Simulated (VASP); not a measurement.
# P (Pm-3m) in VASP: further runs

The runs below take P through single point, relaxation of cell and atoms, with PBE.

Program: VASP 6.6.1. These are calculated values, not measurements. Logs are shortened: lines on timing, memory, paths and dates and some standing lists are left out, and cuts for length are marked.

## Step 1: The cell of the first run

It takes space group Pm-3m (No. 221, cubic). The conventional cell has a = 2.442 Å, b = 2.442 Å, c = 2.442 Å, α = 90.00°, β = 90.00°, γ = 90.00°. Within 3.2 Å of P (site symmetry m-3m) lie 6 P at 2.44 Å.

## Step 2: Single point, PBE

Contents of INCAR:

```
SYSTEM = P
PREC     = Accurate       ! precision mode
ENCUT    = 520            ! plane-wave cutoff, eV
EDIFF    = 1E-6           ! SCF threshold, eV
ISMEAR   = 0              ! smearing method
SIGMA    = 0.1            ! smearing width, eV
LREAL    = .FALSE.        ! projectors in reciprocal space
LASPH    = .TRUE.         ! aspherical terms in the spheres
NELM     = 100            ! most SCF steps
ALGO     = Normal         ! electronic algorithm
ISIF     = 2              ! what is computed and relaxed
LWAVE    = .FALSE.        ! write WAVECAR
LCHARG   = .FALSE.        ! write CHGCAR
GGA      = PE             ! functional
NBANDS   = 30             ! bands
```

Contents of KPOINTS:

```
Automatic mesh
0
G
  6 6 6
  0 0 0
```

Contents of POSCAR:

```
P
1.0
   -4.8840035574      0.0000000000      0.0000000000
    0.0000000000      0.0000000000      4.8840035574
    0.0000000000      4.8840035574      0.0000000000
P
8
Direct
    0.5000000000      0.0000000000      0.0000000000
    0.5000000000      0.5000000000      0.0000000000
    0.5000000000      0.0000000000      0.5000000000
    0.5000000000      0.5000000000      0.5000000000
    0.0000000000      0.0000000000      0.0000000000
    0.0000000000      0.5000000000      0.0000000000
    0.0000000000      0.0000000000      0.5000000000
    0.0000000000      0.5000000000      0.5000000000
```

Potentials or basis: VASP PAW PBE potentials, release 64 (P).

Run with:

```console
$ cat potpaw_PBE.64/P/POTCAR > POTCAR
$ mpirun -np 1 vasp_std > vasp.out
```

OUTCAR:

```text
SYSTEM = P
   PREC = Accurate
   ENCUT = 520
   EDIFF = 1E-6
   ISMEAR = 0
   LREAL = .FALSE.
   LASPH = .TRUE.
   NELM = 100
   ISIF = 2
   GGA = PE

 ion  position               nearest neighbor table
   1  0.500  0.000  0.000-   2 2.44   3 2.44   5 2.44   3 2.44   2 2.44   5 2.44
   2  0.500  0.500  0.000-   1 2.44   4 2.44   6 2.44   4 2.44   1 2.44   6 2.44
   3  0.500  0.000  0.500-   1 2.44   4 2.44   7 2.44   1 2.44   4 2.44   7 2.44
   4  0.500  0.500  0.500-   2 2.44   3 2.44   8 2.44   2 2.44   3 2.44   8 2.44
   5  0.000  0.000  0.000-   1 2.44   6 2.44   7 2.44   7 2.44   6 2.44   1 2.44
   6  0.000  0.500  0.000-   2 2.44   5 2.44   8 2.44   8 2.44   5 2.44   2 2.44
   7  0.000  0.000  0.500-   3 2.44   5 2.44   8 2.44   5 2.44   8 2.44   3 2.44
   8  0.000  0.500  0.500-   4 2.44   6 2.44   7 2.44   6 2.44   7 2.44   4 2.44

  LATTYP: Found a simple cubic cell.
 ALAT       =     4.8840035574

  Lattice vectors:

 A1 = (  -4.8840035574,   0.0000000000,   0.0000000000)
 A2 = (   0.0000000000,   0.0000000000,   4.8840035574)
 A3 = (   0.0000000000,   4.8840035574,   0.0000000000)

Analysis of symmetry for initial positions (statically):
=====================================================================
 Subroutine PRICEL returns following result:

  LATTYP: Found a simple cubic cell.
 ALAT       =     2.4420017787

  Lattice vectors:

 A1 = (  -2.4420017787,   0.0000000000,   0.0000000000)
 A2 = (   0.0000000000,   0.0000000000,   2.4420017787)
 A3 = (   0.0000000000,   2.4420017787,   0.0000000000)

   8 primitive cells build up your supercell.

 Routine SETGRP: Setting up the symmetry group for a
 simple cubic supercell.

 Subroutine GETGRP returns: Found 48 space group operations
 (whereof 48 operations were pure point group operations)
 out of a pool of 48 trial point group operations.

The static configuration has the point symmetry O_h .

Analysis of symmetry for dynamics (positions and initial velocities):
=====================================================================
 Subroutine PRICEL returns following result:

  LATTYP: Found a simple cubic cell.
 ALAT       =     2.4420017787

  Lattice vectors:

 A1 = (  -2.4420017787,   0.0000000000,   0.0000000000)
 A2 = (   0.0000000000,   0.0000000000,   2.4420017787)
 A3 = (   0.0000000000,   2.4420017787,   0.0000000000)

   8 primitive cells build up your supercell.

 Routine SETGRP: Setting up the symmetry group for a
 simple cubic supercell.

 Subroutine GETGRP returns: Found 48 space group operations
 (whereof 48 operations were pure point group operations)
 out of a pool of 48 trial point group operations.

The dynamic configuration has the point symmetry O_h .

 Subroutine INISYM returns: Found 48 space group operations
 (whereof 48 operations are pure point group operations),
 and found     8 'primitive' translations

----------------------------------------------------------------------------------------

                                     Primitive cell

  volume of cell :      14.5626

  direct lattice vectors                    reciprocal lattice vectors
    -2.442001779  0.000000000  0.000000000    -0.409500111  0.000000000  0.000000000
     0.000000000  0.000000000  2.442001779     0.000000000  0.000000000  0.409500111
     0.000000000  2.442001779  0.000000000     0.000000000  0.409500111  0.000000000

  length of vectors
     2.442001779  2.442001779  2.442001779     0.409500111  0.409500111  0.409500111

  position of ions in fractional coordinates (direct lattice)
     0.000000000  0.000000000  0.000000000

  ion indices of the primitive-cell ions
   primitive index   ion index
                 1           1

----------------------------------------------------------------------------------------

 KPOINTS: Automatic mesh

Automatic generation of k-mesh.
 Grid dimensions read from file:
 generate k-points for:    6    6    6

 Generating k-lattice:

  Cartesian coordinates                     Fractional coordinates (reciprocal lattice)
    -0.034125009  0.000000000  0.000000000     0.166666667  0.000000000  0.000000000
     0.000000000  0.000000000  0.034125009     0.000000000  0.166666667  0.000000000
     0.000000000  0.034125009  0.000000000     0.000000000  0.000000000  0.166666667

  Length of vectors
     0.034125009  0.034125009  0.034125009

  Shift w.r.t. Gamma in fractional coordinates (k-lattice)
     0.000000000  0.000000000  0.000000000

 Subroutine IBZKPT returns following result:
 ===========================================

 Found     20 irreducible k-points:

 Following reciprocal coordinates:
            Coordinates               Weight
  0.000000  0.000000  0.000000      1.000000
  0.166667  0.000000  0.000000      6.000000
  0.333333  0.000000  0.000000      6.000000
  0.500000  0.000000  0.000000      3.000000
  0.166667  0.166667  0.000000     12.000000
  0.333333  0.166667  0.000000     24.000000
[... 12 lines left out ...]
  0.500000  0.500000  0.333333      6.000000
  0.500000  0.500000  0.500000      1.000000
   k-points           NKPTS =     20   k-points in BZ     NKDIM =     20   number of bands    NBANDS=     30
   number of dos      NEDOS =    301   number of ions     NIONS =      8
   total plane-waves  NPLWV =  46656
   dimension x,y,z NGX =    36 NGY =   36 NGZ =   36
   dimension x,y,z NGXF=    72 NGYF=   72 NGZF=   72
   ions per type =               8
   NGX,Y,Z   is equivalent  to a cutoff of  12.25, 12.25, 12.25 a.u.
   NGXF,Y,Z  is equivalent  to a cutoff of  24.51, 24.51, 24.51 a.u.
 SYSTEM =  P
   PREC   = accura    normal or accurate (medium, high low for compatibility)
   ISTART =      0    job   : 0-new  1-cont  2-samecut
   ICHARG =      2    charge: 1-file 2-atom 10-const
   ISPIN  =      1    spin polarized calculation?
   LNONCOLLINEAR =      F non collinear calculations
   LSORBIT =      F    spin-orbit coupling
   LASPH  =      T    aspherical Exc in radial PAW
   ENCUT  =  520.0 eV  38.22 Ry    6.18 a.u.   9.08  9.08  9.08*2*pi/ulx,y,z
   NELM   =    100;   NELMIN=  2; NELMDL= -5     # of ELM steps
   EDIFF  = 0.1E-05   stopping-criterion for ELM
   LREAL  =      F    real-space projection
   EDIFFG = 0.1E-04   stopping-criterion for IOM
   NSW    =      0    number of steps for IOM
   IBRION =     -1    ionic relax: 0-MD 1-quasi-New 2-CG
   NFREE  =      0    steps in history (QN), initial steepest desc. (CG)
   ISIF   =      2    stress and relaxation
   ISYM   =      2    0-nonsym 1-usesym 2-fastsym
   POTIM  = 0.5000    time-step for ionic-motion
   TEBEG  =    0.0;   TEEND  =   0.0 temperature during run
   PSTRESS=    0.0 pullay stress
   NELECT =      40.0000    total number of electrons
   NUPDOWN=      -1.0000    fix difference up-down
   EMIN   =  10.00;   EMAX   =-10.00  energy-range for DOS
   EFERMI =   0.00;   METHOD = LEGACY
   ISMEAR =     0;   SIGMA  =   0.10  broadening in eV -4-tet -1-fermi 0-gaus
   EFERMI_NEDOS =   21; number of points for ismear=-14 and -15
   IALGO  =     38    algorithm
   IMIX   =      4    mixing-type and parameters
     AMIX     =   0.40;   BMIX     =  1.00
     AMIX_MAG =   1.60;   BMIX_MAG =  1.00
  volume/ion in A,a.u.               =      14.56        98.27
  Fermi-wavevector in a.u.,A,eV,Ry     =   1.146354  2.166295 17.879799  1.314128
  Thomas-Fermi vector in A             =   2.283039
   LORBIT       =      0    0 simple, 1 ext, 2 COOP (PROOUT), +10 PAW based schemes
   GGA     = PE    functional components
   LHFCALC =     F    Hartree Fock is set to
   AEXX    =    0.0000 exact exchange contribution
   IVDW    =     0    specifies the selected vdW correction
   LEPSILON=     F    determine dielectric tensor
   LRPA    =     F    only Hartree local field effects (RPA)
 non-spin polarized calculation
 Gauss-broadening in eV      SIGMA  =   0.10
  energy-cutoff  :      520.00
  volume of cell :      116.50
 maximum number of plane-waves:      3178
   NGX = 19   NGY = 19   NGZ = 19

 number of electron      39.9999988 magnetization

 Free energy of the ion-electron system (eV)
  ---------------------------------------------------
  ext. energy  EPLUGINS =         0.00000000
  ---------------------------------------------------
  free energy    TOTEN  =       -42.04235067 eV

  energy without entropy =      -42.02285364  energy(sigma->0) =      -42.03260215

 E-fermi :   9.7223     XC(G=0): -11.2812

 val. band max:        9.6773112048   @ k =   0.5000   0.1667   0.0000
 cond. band min:       9.7787335310   @ k =   0.5000   0.1667   0.1667
 fundamental gap:      0.1014223262
 Fermi energy:         9.7222703936

 k-point     1 :       0.0000    0.0000    0.0000
  band No.  band energies     occupation
      1      -6.8622      2.00000
      2      -2.5431      2.00000
      3      -2.5431      2.00000
      4      -2.5431      2.00000
      5       0.9753      2.00000
      6       0.9753      2.00000
[... 22 lines left out ...]
     29      14.6533      0.00000
     30      16.4422      0.00000

 k-point     2 :       0.1667    0.0000    0.0000
  band No.  band energies     occupation
      1      -6.7038      2.00000
      2      -3.2473      2.00000
      3      -2.3839      2.00000
      4      -2.3839      2.00000
      5       1.1186      2.00000
      6       1.1186      2.00000
[... 22 lines left out ...]
     29      14.9940      0.00000
     30      15.4197      0.00000

 k-point     3 :       0.3333    0.0000    0.0000
  band No.  band energies     occupation
      1      -6.2320      2.00000
      2      -4.4224      2.00000
      3      -1.9085      2.00000
      4      -1.9085      2.00000
      5      -0.0553      2.00000
      6      -0.0553      2.00000
[... 22 lines left out ...]
     29      15.1442      0.00000
     30      16.5024      0.00000

 k-point     4 :       0.5000    0.0000    0.0000
  band No.  band energies     occupation
      1      -5.4596      2.00000
      2      -5.4596      2.00000
      3      -1.1253      2.00000
      4      -1.1253      2.00000
      5      -1.1253      2.00000
      6      -1.1253      2.00000
[... 22 lines left out ...]
     29      15.6836      0.00000
     30      15.7178      0.00000

 k-point     5 :       0.1667    0.1667    0.0000
  band No.  band energies     occupation
      1      -6.5455      2.00000
      2      -3.0892      2.00000
      3      -3.0892      2.00000
      4      -2.2248      2.00000
      5       0.4301      2.00000
      6       1.2618      2.00000
[... 22 lines left out ...]
     29      14.9023      0.00000
     30      15.0792      0.00000
[... 394 lines left out ...]
     29      13.3340      0.00000
     30      13.9641      0.00000

 k-point    18 :       0.5000    0.3333    0.3333
  band No.  band energies     occupation
      1      -4.2043      2.00000
      2      -4.2043      2.00000
      3      -2.4001      2.00000
      4      -2.4001      2.00000
      5      -2.4001      2.00000
      6      -2.4001      2.00000
[... 22 lines left out ...]
     29      13.2903      0.00000
     30      13.2903      0.00000

 k-point    19 :       0.5000    0.5000    0.3333
  band No.  band energies     occupation
      1      -3.4352      2.00000
      2      -3.4352      2.00000
      3      -3.4352      2.00000
      4      -3.4352      2.00000
      5      -1.6337      2.00000
      6      -1.6337      2.00000
[... 22 lines left out ...]
     29      12.5230      0.00000
     30      12.5230      0.00000

 k-point    20 :       0.5000    0.5000    0.5000
  band No.  band energies     occupation
      1      -2.6677      2.00000
      2      -2.6677      2.00000
      3      -2.6677      2.00000
      4      -2.6677      2.00000
      5      -2.6677      2.00000
      6      -2.6677      2.00000
[... 22 lines left out ...]
     29      11.0857      0.00000
     30      11.0857      0.00000

------------------------ aborting loop because EDIFF is reached ----------------------------------------

  FORCE on cell =-STRESS in cart. coord.  units (eV):
  Direction    XX          YY          ZZ          XY          YZ          ZX
  --------------------------------------------------------------------------------------
  -------------------------------------------------------------------------------------
  Total       -0.2043352     -0.2043352     -0.2043352     -0.0000000     -0.0000000      0.0000000
  in kB       -2.8101263     -2.8101263     -2.8101263     -0.0000000     -0.0000000      0.0000000
  external PRESSURE =      -2.8101263 kB  Pullay stress =       0.0000000 kB

 VOLUME and BASIS-vectors are now :
 -----------------------------------------------------------------------------
  energy-cutoff  :      520.00
  volume of cell :      116.50
      direct lattice vectors                 reciprocal lattice vectors
    -4.884003557  0.000000000  0.000000000    -0.204750056  0.000000000  0.000000000
     0.000000000  0.000000000  4.884003557     0.000000000  0.000000000  0.204750056
     0.000000000  4.884003557  0.000000000     0.000000000  0.204750056  0.000000000

 POSITION                                       TOTAL-FORCE (eV/Angst)
 -----------------------------------------------------------------------------------
     -2.44200      0.00000      0.00000        -0.000000      0.000000      0.000000
     -2.44200      0.00000      2.44200         0.000000     -0.000000     -0.000000
     -2.44200      2.44200      0.00000        -0.000000      0.000000      0.000000
     -2.44200      2.44200      2.44200         0.000000     -0.000000      0.000000
      0.00000      0.00000      0.00000        -0.000000     -0.000000     -0.000000
      0.00000      0.00000      2.44200         0.000000     -0.000000      0.000000
      0.00000      2.44200      0.00000        -0.000000      0.000000     -0.000000
      0.00000      2.44200      2.44200         0.000000      0.000000     -0.000000
 -----------------------------------------------------------------------------------
    total drift:                                0.000000     -0.000000     -0.000000

  FREE ENERGIE OF THE ION-ELECTRON SYSTEM (eV)
  ---------------------------------------------------
  free  energy   TOTEN  =       -42.0423506685 eV

  energy  without entropy=      -42.0228536365  energy(sigma->0) =      -42.03260215
```

It took 41 s on 1 thread of Intel Xeon Platinum 8375C at 2.90GHz (Ice Lake), shared host; peak memory 0.21 GiB.

What came out:

```yaml
Free_energy: -42.0424 eV
Pressure: -0.3 GPa
Band_gap_on_the_k_mesh: zero (band 20 reaches 10.09 eV, above the bottom of band 21 at 8.30 eV)
```

(Part 1 of 2 ends here.)
